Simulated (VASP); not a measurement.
Here is a VASP 6.6.1 calculation.

Contents of INCAR:

```
SYSTEM = InSb
  PREC = Accurate
  ENCUT = 520
  EDIFF = 1E-6
  ISMEAR = 0
  SIGMA = 0.05
  LREAL = .False.
  LASPH = .True.
  NELM = 150
  ALGO = Normal
  ISIF = 2
  LWAVE = .False.
  LCHARG = .False.
  ISPIN = 2
  MAGMOM = 0.5 0.5
  LORBIT = 11
  GGA = PE
  NBANDS = 20
```

KPOINTS

```
Automatic mesh
0
Gamma
  1 1 13
  0 0 0
```

Contents of POSCAR:

```
InSb
1.0
    9.0000000000      0.0000000000      0.0000000000
    0.0000000000      9.3000000000      0.0000000000
    0.0000000000      0.0000000000      5.1713537633
In Sb
1 1
Direct
    0.5000000000      0.5000000000      0.0000000000
    0.5000000000      0.5000000000      0.4650000000
```

Potentials or basis: VASP PAW PBE potentials, release 64 (In_d, Sb).

The run is started by

```console
$ cat potpaw_PBE.64/In_d/POTCAR potpaw_PBE.64/Sb/POTCAR > POTCAR
$ mpirun -np 1 vasp_std > vasp.out
```

(1) Estimate the largest force.

(2) What does it give for the net moment?

(3) Predict the site moments.

## Answers

(1) 3.382 eV/Å.

(2) 0.73 μB per cell.

(3) In +0.05; Sb +0.25 μB.
